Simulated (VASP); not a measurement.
A run of VASP 6.6.1 is set up as follows.

INCAR

```
SYSTEM = ZnO
PREC = Accurate ; ENCUT = 520
EDIFF = 1E-6 ; ISMEAR = 0
SIGMA = 0.01 ; LREAL = .False.
LASPH = .True. ; NELM = 80
ALGO = Normal ; ISIF = 2
LWAVE = .False. ; LCHARG = .False.
GGA = PE ; NBANDS = 26
```

Contents of KPOINTS:

```
Automatic mesh
0
Gamma
  9 9 6
  0 0 0
```

File POSCAR:

```
ZnO
1.0
    3.2498000000      0.0000000000      0.0000000000
   -1.6249000000      2.8144093572      0.0000000000
    0.0000000000      0.0000000000      5.2066000000
Zn O
2 2
Direct
    0.3333333333      0.6666666667      0.0000000000
    0.6666666667      0.3333333333      0.5000000000
    0.3333333333      0.6666666667      0.3800000000
    0.6666666667      0.3333333333      0.8800000000
```

Potentials or basis: VASP PAW PBE potentials, release 64 (Zn, O).

Command:

```console
$ cat potpaw_PBE.64/Zn/POTCAR potpaw_PBE.64/O/POTCAR > POTCAR
$ mpirun -np 1 vasp_std > vasp.out
```

Task: Estimate the band gap on the k mesh.

Result: 0.79 eV, direct.

Task: What does it give for the largest force?

Result: 0.037 eV/Å.

Task: Estimate the pressure.

Result: 5.9 GPa.

Forces in eV/Å, atoms in the order of the input:
```
Zn   0.000  0.000 -0.037
Zn   0.000  0.000 -0.037
O    0.000  0.000  0.037
O    0.000  0.000  0.037
```

PBE gaps usually lie below the measured ones, often by a third to a half.
